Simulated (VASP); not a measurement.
# CsH (I4/mmm) in VASP: a series of runs, part 2 of 2

VASP 6.6.1. Earlier steps stand in the parts before.

### Step 5. Single point, r2SCAN (strain -0.040 along x and y, +0.040 along z)

The input, POSCAR:

```
CsH
1.0
    0.0000000000      3.0604800000      3.3155200000
    3.0604800000      0.0000000000      3.3155200000
    3.0604800000      3.0604800000      0.0000000000
Cs H
1 1
Direct
    0.0000000000      0.0000000000      0.0000000000
    0.5000000000      0.5000000000      0.5000000000
```

The input, INCAR.step1:

```
  PREC = Accurate
  ENCUT = 520
  ISMEAR = 0
  SIGMA = 0.05
  LREAL = F
  LASPH = T
  NELM = 60
  NBANDS = 12
  GGA = PE
  ALGO = Normal
  EDIFF = 1E-4
  LWAVE = T
  LCHARG = F
```

The input, INCAR.step2:

```
  PREC = Accurate
  ENCUT = 520
  EDIFF = 1E-7
  ISMEAR = 0
  SIGMA = 0.05
  LREAL = F
  LASPH = T
  NELM = 60
  ALGO = Normal
  ISIF = 2
  LWAVE = F
  LCHARG = T
  METAGGA = R2SCAN
  LMIXTAU = T
  LELF = T
  LVHAR = T
  NBANDS = 12
  ISTART = 1
```

The input, KPOINTS:

```
Automatic mesh
0
Gamma
  6 6 6
```

Potentials or basis: VASP PAW PBE potentials, release 64 (Cs_sv, H).

Started as:

```
$ cat potpaw_PBE.64/Cs_sv/POTCAR potpaw_PBE.64/H/POTCAR > POTCAR
$ cp INCAR.step1 INCAR
$ mpirun -np 1 vasp_std > vasp.out
$ cp INCAR.step2 INCAR
$ mpirun -np 1 vasp_std > vasp.out
```

OUTCAR:

```text
PREC = Accurate
   ENCUT = 520
   EDIFF = 1E-7
   ISMEAR = 0
   LREAL = F
   LASPH = T
   NELM = 60
   ISIF = 2
   METAGGA = R2SCAN
   ISTART = 1

 ion  position               nearest neighbor table
   1  0.000  0.000  0.000-
   2  0.500  0.500  0.500-

  LATTYP: Found a body centered tetragonal cell.
 ALAT       =     4.3281723234
 C/A-ratio  =     1.5320646926

  Lattice vectors:

 A1 = (  -3.0604800000,   0.0000000000,   3.3155200000)
 A2 = (   3.0604800000,   0.0000000000,   3.3155200000)
 A3 = (   0.0000000000,   3.0604800000,  -3.3155200000)

Analysis of symmetry for initial positions (statically):
=====================================================================
 Subroutine PRICEL returns:
 Original cell was already a primitive cell.

 Routine SETGRP: Setting up the symmetry group for a
 body centered tetragonal supercell.

 Subroutine GETGRP returns: Found 16 space group operations
 (whereof 16 operations were pure point group operations)
 out of a pool of 16 trial point group operations.

The static configuration has the point symmetry D_4h.

Analysis of symmetry for dynamics (positions and initial velocities):
=====================================================================
 Subroutine PRICEL returns:
 Original cell was already a primitive cell.

 Routine SETGRP: Setting up the symmetry group for a
 body centered tetragonal supercell.

 Subroutine GETGRP returns: Found 16 space group operations
 (whereof 16 operations were pure point group operations)
 out of a pool of 16 trial point group operations.

The dynamic configuration has the point symmetry D_4h.

 Subroutine INISYM returns: Found 16 space group operations
 (whereof 16 operations are pure point group operations),
 and found     1 'primitive' translations

----------------------------------------------------------------------------------------

[... 119 lines left out ...]
   AEXX    =    0.0000 exact exchange contribution
   IVDW    =     0    specifies the selected vdW correction
   LEPSILON=     F    determine dielectric tensor
   LRPA    =     F    only Hartree local field effects (RPA)
 non-spin polarized calculation
 Gauss-broadening in eV      SIGMA  =   0.05
  energy-cutoff  :      520.00
  volume of cell :       62.11
 maximum number of plane-waves:      1686
 NGX is ok and might be reduce to    36
   NGX = 17   NGY = 17   NGZ = 17

 number of electron      10.0000000 magnetization

 Free energy of the ion-electron system (eV)
  ---------------------------------------------------
  ext. energy  EPLUGINS =         0.00000000
  ---------------------------------------------------
  free energy    TOTEN  =       -28.96264120 eV

  energy without entropy =      -28.96264120  energy(sigma->0) =      -28.96264120

 E-fermi :   0.4255     XC(G=0):  -7.7212

 val. band max:        0.1274894568   @ k =   0.5000  -0.0000   0.0000
 cond. band min:       2.7026921675   @ k =   0.5000  -0.0000   0.0000
 fundamental gap:      2.5752027107
 Fermi energy:         0.4255152439

 k-point     1 :       0.0000    0.0000    0.0000
  band No.  band energies     occupation
      1     -21.9891      2.00000
      2      -8.0989      2.00000
      3      -7.9917      2.00000
      4      -7.9917      2.00000
      5      -1.6378      2.00000
      6       5.5397      0.00000
      7       5.9456      0.00000
      8       5.9456      0.00000
      9       6.0697      0.00000
     10       7.8803      0.00000
     11       8.2551      0.00000
     12       9.4262      0.00000
[... 331 lines left out ...]
 k-point    24 :       0.5000    0.0000    0.3333
  band No.  band energies     occupation
      1     -21.8602      2.00000
      2      -8.7513      2.00000
      3      -8.4250      2.00000
      4      -8.3302      2.00000
      5      -0.8929      2.00000
      6       3.7370      0.00000
      7       5.6214      0.00000
      8       7.0573      0.00000
      9       7.8801      0.00000
     10       9.1332      0.00000
     11       9.7620      0.00000
     12      10.5185      0.00000

 [... further k-points ...]

------------------------ aborting loop because EDIFF is reached ----------------------------------------

  FORCE on cell =-STRESS in cart. coord.  units (eV):
  Direction    XX          YY          ZZ          XY          YZ          ZX
  --------------------------------------------------------------------------------------
  -------------------------------------------------------------------------------------
  Total        0.5137560      0.5137560     -0.2505618      0.0000000     -0.0000000      0.0000000
  in kB       13.2527728     13.2527728     -6.4634539      0.0000000     -0.0000000      0.0000000
  external PRESSURE =       6.6806972 kB  Pullay stress =       0.0000000 kB

 VOLUME and BASIS-vectors are now :
 -----------------------------------------------------------------------------
  energy-cutoff  :      520.00
  volume of cell :       62.11
      direct lattice vectors                 reciprocal lattice vectors
     0.000000000  3.060480000  3.315520000    -0.163373066  0.163373066  0.150805907
     3.060480000  0.000000000  3.315520000     0.163373066 -0.163373066  0.150805907
     3.060480000  3.060480000  0.000000000     0.163373066  0.163373066 -0.150805907

 POSITION                                       TOTAL-FORCE (eV/Angst)
 -----------------------------------------------------------------------------------
      0.00000      0.00000      0.00000        -0.000000      0.000000      0.000000
      3.06048      3.06048      3.31552         0.000000     -0.000000     -0.000000
 -----------------------------------------------------------------------------------
    total drift:                               -0.000000      0.000000      0.000000

  FREE ENERGIE OF THE ION-ELECTRON SYSTEM (eV)
  ---------------------------------------------------
  free  energy   TOTEN  =       -28.9626411981 eV

  energy  without entropy=      -28.9626411981  energy(sigma->0) =      -28.96264120
```

OUTCAR.step1:

```text
PREC = Accurate
   ENCUT = 520
   ISMEAR = 0
   LREAL = F
   LASPH = T
[... 582 lines left out ...]
 -----------------------------------------------------------------------------------
      0.00000      0.00000      0.00000        -0.000000      0.000000     -0.000000
      3.06048      3.06048      3.31552         0.000000     -0.000000      0.000000
 -----------------------------------------------------------------------------------
    total drift:                               -0.000000      0.000000      0.000000

  FREE ENERGIE OF THE ION-ELECTRON SYSTEM (eV)
  ---------------------------------------------------
  free  energy   TOTEN  =        -4.5215714124 eV

  energy  without entropy=       -4.5215714124  energy(sigma->0) =       -4.52157141
```

Run time: 69 s. Hardware: 1 thread of AMD EPYC 9R45 (Zen 5), shared host; peak memory 0.18 GiB.

What came out:

| Item | Value |
| --- | --- |
| Free energy | -28.9626 eV |
| Pressure | 0.7 GPa |
| Band gap on the k mesh | 2.58 eV, direct |

Caveat: the cell differs from its parent crystal (strain -0.040 along x and y, +0.040 along z); the PAW data sets were made with another functional, which shifts forces and pressure a little; spin-orbit coupling is left out, which moves the levels of the heavy elements. A k mesh can miss the band edges.

### Step 6. The runs side by side

| cell | gap on the mesh (eV) | pressure (GPa) |
| --- | --- | --- |
| a = 4.332, b = 4.332, c = 4.148 Å, angles 61.4, 61.4, 57.2°, 2 atoms | 2.36 | 2.6 |
| a = 4.332, b = 4.332, c = 4.509 Å, angles 58.6, 58.6, 62.7°, 2 atoms | 2.50 | 1.2 |
| a = 4.419, b = 4.419, c = 4.509 Å, angles 59.3, 59.3, 61.3°, 2 atoms | 2.60 | 0.5 |
| a = 4.512, b = 4.512, c = 4.328 Å, angles 61.3, 61.3, 57.3°, 2 atoms | 2.58 | 0.7 |

Alike in all rows: task single point; level r2SCAN; potentials or basis VASP PAW PBE potentials, release 64 (Cs_sv, H); no spin polarisation; k mesh 6 × 6 × 6; cutoff (eV) 520; smearing gaussian 0.05 eV.

Caveats: the PAW data sets were made with another functional, which shifts forces and pressure a little; spin-orbit coupling is left out, which moves the levels of the heavy elements.

Total energies depend on the potentials used, so only differences within one code and one set of settings carry meaning.
